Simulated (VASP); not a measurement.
Ta: single point with LDA

The system is Ta.

```xyz
1
Lattice="-1.5934 1.5934 1.5934 1.5934 -1.5934 1.5934 1.5934 1.5934 -1.5934" Properties=species:S:1:pos:R:3 pbc="T T T"
Ta    0.0000    0.0000    0.0000
```

This cell differs from its parent crystal: volume scaled by 0.94.

```json
{"Program": "VASP 6.6.1", "Task": "single point", "Functional": "LDA", "Potentials or basis": "VASP PAW LDA potentials, release 64 (Ta_pv)", "Cutoff": "520 eV", "k mesh": "18 × 18 × 18", "Occupations": "fermi-dirac, width 0.08 eV", "Spin": "no spin polarisation", "Dipole correction": "no", "Further INCAR settings": "ALGO = Normal; EDIFF = 1e-06; NBANDS = 12"}
```

* Pressure: 16.4 GPa

Levels at points of the mesh, in eV from the Fermi level:
```csv
k point,band 3,band 4,band 5,band 6,band 7,band 8,band 9,band 10
"(0.00, 0.00, 0.00)",-32.47,-8.23,0.66,0.66,0.66,4.31,4.31,14.05
"(0.50, 0.00, 0.00)",-32.49,-4.87,-1.93,2.32,4.28,5.42,8.86,12.53
"(0.50, 0.50, 0.50)",-33.63,-4.50,-4.50,7.70,7.70,7.70,9.81,9.81
```

Run time: 21 s on 1 thread of Intel(R) Xeon(R) Platinum 8259CL CPU @ 2.50GHz (Skylake/Cascade Lake), on a shared host, peak memory 0.16 GiB.

Caveat: spin-orbit coupling is left out, which moves the levels of the heavy elements.
